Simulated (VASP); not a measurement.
Input of a VASP 6.6.1 run:

POSCAR

```
Si7C
1.0
   10.3353990000      0.0000000000      0.0000000000
    0.0000000000     10.3353990000      0.0000000000
    0.0000000000      0.0000000000     10.3353990000
Si C
56 8
Direct
    0.9974970000      0.9963660000      0.9961700000
    0.0023470000      0.0032880000      0.5031530000
    0.0048880000      0.4995820000      0.9989280000
    0.4824830000      0.0172070000      0.9913510000
    0.4973480000      0.9884590000      0.4949660000
    0.4842650000      0.5074300000      0.9927830000
    0.5118800000      0.4872280000      0.4845390000
    0.1304740000      0.1265210000      0.1185180000
    0.1154490000      0.1442120000      0.6439440000
    0.1065930000      0.6393530000      0.1430370000
    0.6294130000      0.1270680000      0.1211620000
    0.6174570000      0.1326290000      0.6222770000
    0.6030290000      0.6359280000      0.1449930000
    0.6277060000      0.6187390000      0.6201980000
    0.2643810000      0.2400700000      0.9738820000
    0.2441360000      0.2548650000      0.5025640000
    0.2473820000      0.7409960000      0.0034350000
    0.2335280000      0.7199560000      0.5139860000
    0.7591390000      0.2497890000      0.9903580000
    0.7418750000      0.2759010000      0.4917290000
    0.7495540000      0.7512360000      0.0149660000
    0.7538930000      0.7437410000      0.4882970000
    0.3751310000      0.3700440000      0.1261440000
    0.3539320000      0.3926880000      0.6348150000
    0.3920090000      0.8573090000      0.1308640000
    0.3584410000      0.8763510000      0.6284870000
    0.8672560000      0.3801370000      0.1281550000
    0.9092150000      0.3862100000      0.6205850000
    0.8956970000      0.8526210000      0.1495390000
    0.8792370000      0.8671070000      0.6221530000
    0.2512300000      0.9853210000      0.2486300000
    0.2610570000      0.0241710000      0.7691730000
    0.2470310000      0.5072680000      0.2527450000
    0.7494920000      0.9874260000      0.2486630000
    0.7596940000      0.0088640000      0.7467570000
    0.7373360000      0.4928230000      0.2754320000
    0.7567600000      0.4926610000      0.7472700000
    0.3775320000      0.1281860000      0.3725280000
    0.3926470000      0.6368020000      0.3613600000
    0.3350380000      0.6021620000      0.8471140000
    0.8655770000      0.1283390000      0.3774970000
    0.9007400000      0.1510790000      0.8505320000
    0.9093900000      0.6163470000      0.3896300000
    0.8759910000      0.6283250000      0.8740980000
    0.0014170000      0.2590730000      0.2560510000
    0.0223910000      0.7243100000      0.7280940000
    0.5249420000      0.2685260000      0.2668310000
    0.4733750000      0.2398660000      0.7662770000
    0.4906190000      0.7433230000      0.7520180000
    0.1138820000      0.4001750000      0.3994270000
    0.1273700000      0.3792110000      0.8363780000
    0.1094680000      0.8496520000      0.3699480000
    0.1313970000      0.8727620000      0.8686340000
    0.6180770000      0.3723330000      0.8753400000
    0.6077940000      0.8529120000      0.3547040000
    0.6238870000      0.8844840000      0.8799310000
    0.0261790000      0.5125990000      0.5254200000
    0.1265390000      0.5933450000      0.6217640000
    0.2192220000      0.5053150000      0.7193850000
    0.3748360000      0.1241370000      0.8786440000
    0.0079480000      0.2670280000      0.7373370000
    0.0001770000      0.7377400000      0.2625460000
    0.4959060000      0.7505670000      0.2469690000
    0.6288750000      0.3787110000      0.3821170000
```

File INCAR.step1:

```
PREC     = Accurate       # precision mode
ENCUT    = 520            # plane-wave cutoff, eV
EDIFF    = 1E-5           # SCF threshold, eV
ISMEAR   = -1             # smearing method
SIGMA    = 0.05           # smearing width, eV
LREAL    = Auto         
LASPH    = T              # aspherical terms in the spheres
NELM     = 60             # most SCF steps
ALGO     = Normal         # electronic algorithm
ISIF     = 2              # what is computed and relaxed
LWAVE    = T              # write WAVECAR
LCHARG   = F              # write CHGCAR
GGA      = PE             # functional
NBANDS   = 166            # bands
```

Contents of INCAR.step2:

```
PREC     = Accurate       # precision mode
ENCUT    = 520            # plane-wave cutoff, eV
EDIFF    = 1E-6           # SCF threshold, eV
ISMEAR   = -1             # smearing method
SIGMA    = 0.05           # smearing width, eV
LREAL    = Auto         
LASPH    = T              # aspherical terms in the spheres
NELM     = 60             # most SCF steps
ALGO     = Normal         # electronic algorithm
ISIF     = 2              # what is computed and relaxed
LWAVE    = F              # write WAVECAR
LCHARG   = F              # write CHGCAR
GGA      = PE             # functional
LHFCALC  = T              # exact exchange
HFSCREEN = 0.2079         # screening, 1/A
PRECFOCK = Fast         
ISTART   = 1            
NBANDS   = 166            # bands
```

KPOINTS

```
regular mesh
0
Gamma
  1 1 1
```

Potentials or basis: VASP PAW PBE potentials, release 64 (Si, C).

Run with:

```sh
$ cat potpaw_PBE.64/Si/POTCAR potpaw_PBE.64/C/POTCAR > POTCAR
$ cp INCAR.step1 INCAR
$ mpirun -np 1 vasp_gam > vasp.out
$ cp INCAR.step2 INCAR
$ mpirun -np 1 vasp_gam > vasp.out
```

Problem. Estimate the largest force.

Solution. 0.330 eV/Å.

Problem. Predict the band gap on the k mesh.

Solution. 0.68 eV.

Problem. Estimate the pressure.

Solution. 0.0 GPa.

Stress tensor (GPa, compression positive):
```
 0.06  0.02 -0.22
 0.02 -0.16  0.37
-0.22  0.37  0.09
```

Caveat: the k points lie up to 0.61 Å⁻¹ apart; the PAW data sets were made with another functional, which shifts forces and pressure a little. A k mesh can miss the band edges.
